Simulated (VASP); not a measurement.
# TaSi2 (Pn-3m) in VASP: further runs

The runs below take TaSi2 through single point, relaxation of cell and atoms, with PBE.

Everything below comes from runs of VASP 6.6.1. Logs are shortened: lines on timing, memory, paths and dates and some standing lists are left out, and cuts for length are marked.

## Step 1: The cell of the first run

It takes space group Pn-3m (No. 224, cubic). Conventional cell: a = 4.518 Å, b = 4.518 Å, c = 4.518 Å, α = 90.00°, β = 90.00°, γ = 90.00°. Within 2.6 Å of Ta (site symmetry -43m) lie 4 Si at 1.96 Å. Si (site symmetry -3m) has 2 Ta at 1.96 Å within 2.6 Å.

## Step 2: Single point, PBE

Contents of INCAR:

```
ALGO = Normal
EDIFF = 1E-6
ENCUT = 520
GGA = PE
ISIF = 2
ISMEAR = 0
LASPH = True
LCHARG = False
LREAL = False
LWAVE = False
NBANDS = 28
NELM = 100
PREC = Accurate
SIGMA = 0.1
```

Contents of KPOINTS:

```
k-points
0
Gamma
  4 4 4
```

Contents of POSCAR:

```
TaSi2
1.0
    4.5182925375      0.0000000000      0.0000000000
    0.0000000000      4.5182925375      0.0000000000
    0.0000000000      0.0000000000      4.5182925375
Ta Si
2 4
Direct
    0.0000000000      0.0000000000      0.0000000000
    0.5000000000      0.5000000000      0.5000000000
    0.2500000000      0.2500000000      0.2500000000
    0.2500000000      0.7500000000      0.7500000000
    0.7500000000      0.7500000000      0.2500000000
    0.7500000000      0.2500000000      0.7500000000
```

Potentials or basis: VASP PAW PBE potentials, release 64 (Ta_pv, Si).

Launch:

```bash
> cat potpaw_PBE.64/Ta_pv/POTCAR potpaw_PBE.64/Si/POTCAR > POTCAR
> mpirun -np 1 vasp_std > vasp.out
```

OUTCAR:

```text
EDIFF = 1E-6
   ENCUT = 520
   GGA = PE
   ISIF = 2
   ISMEAR = 0
   LASPH = True
   LREAL = False
   NELM = 100
   PREC = Accurate

 ion  position               nearest neighbor table
   1  0.000  0.000  0.000-   3 1.96   4 1.96   5 1.96   6 1.96
   2  0.500  0.500  0.500-   3 1.96   4 1.96   5 1.96   6 1.96
   3  0.250  0.250  0.250-   1 1.96   2 1.96
   4  0.250  0.750  0.750-   1 1.96   2 1.96
   5  0.750  0.750  0.250-   1 1.96   2 1.96
   6  0.750  0.250  0.750-   1 1.96   2 1.96

  LATTYP: Found a simple cubic cell.
 ALAT       =     4.5182925375

  Lattice vectors:

 A1 = (   4.5182925375,   0.0000000000,   0.0000000000)
 A2 = (   0.0000000000,   4.5182925375,   0.0000000000)
 A3 = (   0.0000000000,   0.0000000000,   4.5182925375)

Analysis of symmetry for initial positions (statically):
=====================================================================
 Subroutine PRICEL returns:
 Original cell was already a primitive cell.

 Routine SETGRP: Setting up the symmetry group for a
 simple cubic supercell.

 Subroutine GETGRP returns: Found 48 space group operations
 (whereof 24 operations were pure point group operations)
 out of a pool of 48 trial point group operations.

The static configuration has the point symmetry T_d .
 The point group associated with its full space group is O_h .

Analysis of symmetry for dynamics (positions and initial velocities):
=====================================================================
 Subroutine PRICEL returns:
 Original cell was already a primitive cell.

 Routine SETGRP: Setting up the symmetry group for a
 simple cubic supercell.

 Subroutine GETGRP returns: Found 48 space group operations
 (whereof 24 operations were pure point group operations)
 out of a pool of 48 trial point group operations.

The dynamic configuration has the point symmetry T_d .
 The point group associated with its full space group is O_h .

 Subroutine INISYM returns: Found 48 space group operations
 (whereof 24 operations are pure point group operations),
 and found     1 'primitive' translations

----------------------------------------------------------------------------------------

[... 83 lines left out ...]
   ENCUT  =  520.0 eV  38.22 Ry    6.18 a.u.   8.40  8.40  8.40*2*pi/ulx,y,z
   NELM   =    100;   NELMIN=  2; NELMDL= -5     # of ELM steps
   EDIFF  = 0.1E-05   stopping-criterion for ELM
   LREAL  =      F    real-space projection
   EDIFFG = 0.1E-04   stopping-criterion for IOM
   NSW    =      0    number of steps for IOM
   IBRION =     -1    ionic relax: 0-MD 1-quasi-New 2-CG
   NFREE  =      0    steps in history (QN), initial steepest desc. (CG)
   ISIF   =      2    stress and relaxation
   ISYM   =      2    0-nonsym 1-usesym 2-fastsym
   POTIM  = 0.5000    time-step for ionic-motion
   TEBEG  =    0.0;   TEEND  =   0.0 temperature during run
   PSTRESS=    0.0 pullay stress
   NELECT =      38.0000    total number of electrons
   NUPDOWN=      -1.0000    fix difference up-down
   EMIN   =  10.00;   EMAX   =-10.00  energy-range for DOS
   EFERMI =   0.00;   METHOD = LEGACY
   ISMEAR =     0;   SIGMA  =   0.10  broadening in eV -4-tet -1-fermi 0-gaus
   EFERMI_NEDOS =   21; number of points for ismear=-14 and -15
   IALGO  =     38    algorithm
   IMIX   =      4    mixing-type and parameters
     AMIX     =   0.40;   BMIX     =  1.00
     AMIX_MAG =   1.60;   BMIX_MAG =  1.00
  volume/ion in A,a.u.               =      15.37       103.75
  Fermi-wavevector in a.u.,A,eV,Ry     =   1.218134  2.301939 20.189006  1.483850
  Thomas-Fermi vector in A             =   2.353431
   LORBIT       =      0    0 simple, 1 ext, 2 COOP (PROOUT), +10 PAW based schemes
   GGA     = PE    functional components
   LHFCALC =     F    Hartree Fock is set to
   AEXX    =    0.0000 exact exchange contribution
   IVDW    =     0    specifies the selected vdW correction
   LEPSILON=     F    determine dielectric tensor
   LRPA    =     F    only Hartree local field effects (RPA)
 non-spin polarized calculation
 Gauss-broadening in eV      SIGMA  =   0.10
  energy-cutoff  :      520.00
  volume of cell :       92.24
 maximum number of plane-waves:      2517
 NGX is ok and might be reduce to    36
   NGX = 17   NGY = 17   NGZ = 17

 number of electron      37.9999995 magnetization

 Free energy of the ion-electron system (eV)
  ---------------------------------------------------
  ext. energy  EPLUGINS =         0.00000000
  ---------------------------------------------------
  free energy    TOTEN  =       -16.26232662 eV

  energy without entropy =      -16.22733114  energy(sigma->0) =      -16.24482888

 E-fermi :   7.2255     XC(G=0): -11.3492

 val. band max:        7.2027201800   @ k =   0.5000   0.5000   0.5000
 cond. band min:       7.2514388744   @ k =   0.5000   0.2500   0.0000
 fundamental gap:      0.0487186944
 Fermi energy:         7.2254527723

 k-point     1 :       0.0000    0.0000    0.0000
  band No.  band energies     occupation
      1     -25.3550      2.00000
      2     -25.3550      2.00000
      3     -25.3550      2.00000
      4     -25.2415      2.00000
      5     -25.2415      2.00000
      6     -25.2415      2.00000
[... 299 lines left out ...]
     27      11.8801      0.00000
     28      16.1006      0.00000

------------------------ aborting loop because EDIFF is reached ----------------------------------------

  FORCE on cell =-STRESS in cart. coord.  units (eV):
  Direction    XX          YY          ZZ          XY          YZ          ZX
  --------------------------------------------------------------------------------------
  -------------------------------------------------------------------------------------
  Total       66.4155235     66.4155235     66.4155235      0.0000000      0.0000000      0.0000000
  in kB     1153.6050395   1153.6050395   1153.6050395      0.0000000      0.0000000      0.0000000
  external PRESSURE =    1153.6050395 kB  Pullay stress =       0.0000000 kB

 VOLUME and BASIS-vectors are now :
 -----------------------------------------------------------------------------
  energy-cutoff  :      520.00
  volume of cell :       92.24
      direct lattice vectors                 reciprocal lattice vectors
     4.518292537  0.000000000  0.000000000     0.221322544  0.000000000  0.000000000
     0.000000000  4.518292537  0.000000000     0.000000000  0.221322544  0.000000000
     0.000000000  0.000000000  4.518292537     0.000000000  0.000000000  0.221322544

 POSITION                                       TOTAL-FORCE (eV/Angst)
 -----------------------------------------------------------------------------------
      0.00000      0.00000      0.00000        -0.000000      0.000000     -0.000000
      2.25915      2.25915      2.25915         0.000000     -0.000000      0.000000
      1.12957      1.12957      1.12957         0.000000     -0.000000     -0.000000
      1.12957      3.38872      3.38872        -0.000000     -0.000000      0.000000
      3.38872      3.38872      1.12957        -0.000000      0.000000     -0.000000
      3.38872      1.12957      3.38872        -0.000000      0.000000      0.000000
 -----------------------------------------------------------------------------------
    total drift:                                0.000000      0.000000      0.000000

  FREE ENERGIE OF THE ION-ELECTRON SYSTEM (eV)
  ---------------------------------------------------
  free  energy   TOTEN  =       -16.2623266205 eV

  energy  without entropy=      -16.2273311405  energy(sigma->0) =      -16.24482888
```

Wall time 15 s (1 thread of AMD EPYC 9R45 (Zen 5), shared host); peak memory 0.17 GiB.

What came out:

```yaml
Free_energy: -16.2623 eV
Pressure: 115.4 GPa
Band_gap_on_the_k_mesh: zero (bands 19 and 20 overlap by 2.14 eV)
```

Levels at points of the mesh, in eV from the Fermi level:
```
           k point  band 15  band 16  band 17  band 18  band 19  band 20  band 21  band 22  band 23  band 24
(0.00, 0.00, 0.00)    -0.93    -0.93    -0.62    -0.62    -0.62    -0.60    -0.60     1.59     1.59     1.59
(0.50, 0.00, 0.00)    -2.29    -2.29    -1.48    -1.48     1.53     1.53     1.89     1.89     2.63     2.63
(0.50, 0.50, 0.00)    -0.81    -0.81    -0.64    -0.64    -0.49    -0.49     0.38     0.38     2.15     2.15
(0.50, 0.50, 0.50)    -0.82    -0.82    -0.02    -0.02     0.38     0.38     0.38     1.93     1.93     1.93
```

Caveat: the cell stands under pressure; spin-orbit coupling is left out, which moves the levels of the heavy elements.

## Step 3: Single point, PBE

This run uses another cell than the first one, of 29.99 Å³/atom.

Contents of INCAR:

```
SYSTEM = TaSi2
PREC = Accurate ; ENCUT = 520
EDIFF = 1E-6 ; ISMEAR = 0
SIGMA = 0.1 ; LREAL = .FALSE.
LASPH = .TRUE. ; NELM = 80
ALGO = Normal ; ISIF = 2
LWAVE = .FALSE. ; LCHARG = .FALSE.
GGA = PE ; NBANDS = 28
```

Contents of KPOINTS:

```
Automatic mesh
0
G
  4 4 4
  0 0 0
```

POSCAR, as its differences from that of step 2:

```diff
@@ -2,5 +2,5 @@
 1.0
-    4.5182925375      0.0000000000      0.0000000000
-    0.0000000000      4.5182925375      0.0000000000
-    0.0000000000      0.0000000000      4.5182925375
+    5.6454013816      0.0000000000      0.0000000000
+    0.0000000000      5.6454013816      0.0000000000
+    0.0000000000      0.0000000000      5.6454013816
 Ta Si
```

Potentials or basis: VASP PAW PBE potentials, release 64 (Ta_pv, Si).

Launch:

```bash
> cat potpaw_PBE.64/Ta_pv/POTCAR potpaw_PBE.64/Si/POTCAR > POTCAR
> mpirun -np 1 vasp_std > vasp.out
```

Wall time 26 s (1 thread of AMD EPYC 9R45 (Zen 5), shared host); peak memory 0.23 GiB.

It converged, with:

```
Free energy            : -36.8106 eV
Pressure               : 0.1 GPa
Band gap on the k mesh : zero (bands 19 and 20 overlap by 0.63 eV)
```

Levels at points of the mesh, in eV from the Fermi level:
```csv
k point,band 17,band 18,band 19,band 20,band 21,band 22
"(0.00, 0.00, 0.00)",0.45,0.45,0.52,0.52,0.52,1.25
"(0.50, 0.00, 0.00)",-1.27,-1.27,0.19,0.19,0.86,0.86
"(0.50, 0.50, 0.00)",-1.24,-1.24,-0.12,-0.12,0.59,0.59
"(0.50, 0.50, 0.50)",-1.14,-0.43,-0.43,0.58,0.58,1.61
```

Caveat: spin-orbit coupling is left out, which moves the levels of the heavy elements.

## Step 4: Relaxation of cell and atoms, PBE

Contents of INCAR:

```
ALGO = Normal ; EDIFF = 1E-6
EDIFFG = -0.04 ; ENCUT = 600
GGA = PE ; IBRION = 2
ISIF = 3 ; ISMEAR = 0
LASPH = T ; LCHARG = F
LREAL = F ; LWAVE = F
NELM = 100 ; NSW = 90
PREC = Accurate ; SIGMA = 0.1
```

Contents of KPOINTS:

```
k-points
0
Gamma
  4 4 4
```

POSCAR, as its differences from that of step 3:

```diff
@@ -2,5 +2,5 @@
 1.0
-    5.6454013816      0.0000000000      0.0000000000
-    0.0000000000      5.6454013816      0.0000000000
-    0.0000000000      0.0000000000      5.6454013816
+    4.5182925375      0.0000000000      0.0000000000
+    0.0000000000      4.5182925375      0.0000000000
+    0.0000000000      0.0000000000      4.5182925375
 Ta Si
```

Launch:

```bash
> cat potpaw_PBE.64/Ta_pv/POTCAR potpaw_PBE.64/Si/POTCAR > POTCAR
> mpirun -np 1 vasp_std > vasp.out
```

Run time: 86 s. Hardware: 1 thread of AMD EPYC 9R45 (Zen 5), shared host; peak memory 0.19 GiB.

The run converged. Its results:

| Quantity | Value |
| --- | --- |
| Free energy | -36.7982 eV |
| Relaxed volume | 30.02 Å³/atom |
| Relaxed cell | a = 5.648 Å, b = 5.648 Å, c = 5.648 Å, α = 90.00°, β = 90.00°, γ = 90.00° |
| Space group after relaxing (to 0.1 Å) | Pn-3m (No. 224) |
| Energy gained by relaxing | 3422.6 meV/atom |
| Ionic steps | 5 |
| Pressure after relaxing | 0.0 GPa |
| Band gap on the k mesh | zero (bands 19 and 20 overlap by 0.63 eV) |

The path:
| step | energy change (eV) | largest force (eV/Å) | pressure (GPa) | volume (Å³) |
| --- | --- | --- | --- | --- |
| 1 | 0.0000 | 0.0000 | 115.36 | 92.24 |
| 2 | -11.8083 | 0.0000 | -10.43 | 332.98 |
| 3 | -20.4850 | 0.0000 | -2.22 | 187.27 |
| 4 | -20.5282 | 0.0000 | -0.88 | 182.86 |
| 5 | -20.5355 | 0.0000 | 0.03 | 180.14 |

Final structure:
```
CELL_PARAMETERS angstrom
5.64771 0.00000 0.00000
0.00000 5.64771 0.00000
0.00000 0.00000 5.64771
ATOMIC_POSITIONS crystal
Ta 0.00000 0.00000 0.00000
Ta 0.50000 0.50000 0.50000
Si 0.25000 0.25000 0.25000
Si 0.25000 0.75000 0.75000
Si 0.75000 0.75000 0.25000
Si 0.75000 0.25000 0.75000
```

Levels at points of the mesh, in eV from the Fermi level:
```
           k point  band 15  band 16  band 17  band 18  band 19  band 20  band 21  band 22  band 23
(0.00, 0.00, 0.00)    -1.33    -1.33     0.45     0.45     0.52     0.52     0.52     1.25     1.25
(0.50, 0.00, 0.00)    -1.36    -1.36    -1.27    -1.27     0.19     0.19     0.86     0.86     1.07
(0.50, 0.50, 0.00)    -1.24    -1.24    -1.23    -1.23    -0.12    -0.12     0.59     0.59     1.20
(0.50, 0.50, 0.50)    -1.14    -1.14    -1.14    -0.43    -0.43     0.58     0.58     1.61     1.61
```

Caveat: the volume moved by over 15 % at a fixed basis, so the end points are rough; spin-orbit coupling is left out, which moves the levels of the heavy elements.

(Continued in part 2 of 2.)
